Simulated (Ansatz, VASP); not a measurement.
**Zn in VASP and in Ansatz**

File INCAR:

```
SYSTEM = Zn
PREC = Accurate ; ENCUT = 520
EDIFF = 1E-6 ; ISMEAR = -1
SIGMA = 0.05 ; LREAL = .FALSE.
LASPH = .TRUE. ; NELM = 80
ALGO = Fast ; ISIF = 2
LWAVE = .FALSE. ; LCHARG = .FALSE.
GGA = PE ; NBANDS = 12
```

Contents of KPOINTS:

```
Automatic mesh
0
G
  12 12 12
  0 0 0
```

File POSCAR:

```
Zn
1.0
   -1.5478311978      1.5478311978      1.5478311978
    1.5478311978     -1.5478311978      1.5478311978
    1.5478311978      1.5478311978     -1.5478311978
Zn
1
Direct
    0.0000000000      0.0000000000      0.0000000000
```

Contents of input.yaml:

```yaml
crystal:
  lattice:
    - [-1.5478311978, 1.5478311978, 1.5478311978]
    - [1.5478311978, -1.5478311978, 1.5478311978]
    - [1.5478311978, 1.5478311978, -1.5478311978]
  atoms:
    - { symbol: Zn, position: [0.0, 0.0, 0.0] }
kpoints:
  mp_grid: { grid: [12, 12, 12] }
scf:
  occupations: { method: fermi_dirac, width: 0.05 }
hamiltonian:
  xc: pbe
  pseudopotentials: { kind: all_electron, lapw: { basis_error: 0.0005 } }
output:
  forces: true
  stress: true
  eigenvalues: true
```

Change from the starting cell: volume scaled by 0.96.

Alike in both runs: task single point; functional PBE; k mesh 12 × 12 × 12; occupations fermi-dirac, width 0.05 eV; no spin polarisation.

```csv
,VASP,Ansatz
version,VASP 6.6.1,Ansatz 0.2.0
potentials or method,"VASP PAW PBE potentials, release 64 (Zn), cutoff 520 eV","all-electron LAPW, scalar-relativistic"
```

```csv
,VASP,Ansatz,Ansatz less VASP
gap on the k mesh at the Fermi level (eV),none,none,-
pressure (GPa),2.7,2.4,-0.31
```

A gap of «none» marks a metal or a gap that the smearing closes. Ansatz ran all-electron here, and VASP with PAW potentials.
